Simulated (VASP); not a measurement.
# Sb (Im-3m) in VASP: notebook, part 2 of 2

VASP 6.6.1. The steps go on from the part before.

## Step 3: Single point, PBEsol

This run uses another cell than the first one, of 25.67 Å³/atom, 0.990 times its volume.

File INCAR:

```
SYSTEM = Sb
PREC = Accurate ; ENCUT = 520
EDIFF = 1E-7 ; ISMEAR = 1
SIGMA = 0.1 ; LREAL = .FALSE.
LASPH = .TRUE. ; NELM = 100
ALGO = Normal ; ISIF = 2
LWAVE = .FALSE. ; LCHARG = .TRUE.
GGA = PS ; LELF = .TRUE.
LVHAR = .TRUE. ; NBANDS = 8
```

File KPOINTS:

```
Automatic mesh
0
G
  16 16 16
  0 0 0
```

File POSCAR:

```
Sb
1.0
   -1.8582143347      1.8582143347      1.8582143347
    1.8582143347     -1.8582143347      1.8582143347
    1.8582143347      1.8582143347     -1.8582143347
Sb
1
Direct
    0.0000000000      0.0000000000      0.0000000000
```

Potentials or basis: VASP PAW PBE potentials, release 64 (Sb).

Started as:

```console
> cat potpaw_PBE.64/Sb/POTCAR > POTCAR
> mpirun -np 1 vasp_std > vasp.out
```

OUTCAR:

```text
SYSTEM = Sb
   PREC = Accurate
   ENCUT = 520
   EDIFF = 1E-7
   ISMEAR = 1
   LREAL = .FALSE.
   LASPH = .TRUE.
   NELM = 100
   ISIF = 2
   GGA = PS

 ion  position               nearest neighbor table
   1  0.000  0.000  0.000-

  LATTYP: Found a body centered cubic cell.
 ALAT       =     3.7164286694

  Lattice vectors:

 A1 = (  -1.8582143347,   1.8582143347,   1.8582143347)
 A2 = (   1.8582143347,  -1.8582143347,   1.8582143347)
 A3 = (   1.8582143347,   1.8582143347,  -1.8582143347)

Analysis of symmetry for initial positions (statically):
=====================================================================
 Subroutine PRICEL returns:
 Original cell was already a primitive cell.

 Routine SETGRP: Setting up the symmetry group for a
 body centered cubic supercell.

 Subroutine GETGRP returns: Found 48 space group operations
 (whereof 48 operations were pure point group operations)
 out of a pool of 48 trial point group operations.

The static configuration has the point symmetry O_h .

Analysis of symmetry for dynamics (positions and initial velocities):
[... 160 lines left out ...]
 cond. band min:       8.8911192343   @ k =  -0.4375   0.5000   0.3125
 fundamental gap:      0.0344118044
 Fermi energy:         8.8794454318

 k-point     1 :       0.0000    0.0000    0.0000
  band No.  band energies     occupation
      1      -4.3015      2.00000
      2      14.8073      0.00000
      3      14.8073      0.00000
      4      14.8073      0.00000
      5      19.7266      0.00000
      6      19.7266      0.00000
      7      19.7266      0.00000
      8      20.7845      0.00000
[... 243 lines left out ...]
 k-point    24 :       0.2500    0.1875    0.0000
  band No.  band energies     occupation
      1      -1.2413      2.00000
      2       6.1017      2.00000
      3       8.5391      2.00002
      4      12.0814      0.00000
      5      17.2735      0.00000
      6      18.6477      0.00000
      7      21.1385      0.00000
      8      23.2064      0.00000

 [... further k-points ...]

------------------------ aborting loop because EDIFF is reached ----------------------------------------

  FORCE on cell =-STRESS in cart. coord.  units (eV):
  Direction    XX          YY          ZZ          XY          YZ          ZX
  --------------------------------------------------------------------------------------
  -------------------------------------------------------------------------------------
  Total        0.1110460      0.1110460      0.1110460      0.0000000      0.0000000     -0.0000000
  in kB        6.9321184      6.9321184      6.9321184      0.0000000      0.0000000     -0.0000000
  external PRESSURE =       6.9321184 kB  Pullay stress =       0.0000000 kB

 VOLUME and BASIS-vectors are now :
 -----------------------------------------------------------------------------
  energy-cutoff  :      520.00
  volume of cell :       25.67
      direct lattice vectors                 reciprocal lattice vectors
    -1.858214335  1.858214335  1.858214335     0.000000000  0.269075526  0.269075526
     1.858214335 -1.858214335  1.858214335     0.269075526  0.000000000  0.269075526
     1.858214335  1.858214335 -1.858214335     0.269075526  0.269075526  0.000000000

 POSITION                                       TOTAL-FORCE (eV/Angst)
 -----------------------------------------------------------------------------------
      0.00000      0.00000      0.00000         0.000000      0.000000      0.000000
 -----------------------------------------------------------------------------------
    total drift:                                0.000000      0.000000      0.000000

  FREE ENERGIE OF THE ION-ELECTRON SYSTEM (eV)
  ---------------------------------------------------
  free  energy   TOTEN  =        -4.3848314263 eV

  energy  without entropy=       -4.3848246602  energy(sigma->0) =       -4.38482917
```

It took 21 s on 1 thread of Intel Xeon 8259CL, shared host; peak memory 0.16 GiB.

What came out:

```yaml
Free_energy: -4.3848 eV
Pressure: 0.7 GPa
```

Levels at points of the mesh, in eV from the Fermi level:
```tsv
k point	band 1	band 2	band 3	band 4	band 5	band 6	band 7
(0.00, 0.00, 0.00)	-13.18	5.93	5.93	5.93	10.85	10.85	10.85
(0.50, 0.00, 0.00)	-8.85	-5.84	1.86	3.94	6.64	7.06	14.13
(0.50, 0.50, 0.50)	-5.32	-2.05	-2.05	-2.05	2.92	2.92	17.98
```

Caveat: the PAW data sets were made with another functional, which shifts forces and pressure a little; spin-orbit coupling is left out, which moves the levels of the heavy elements.
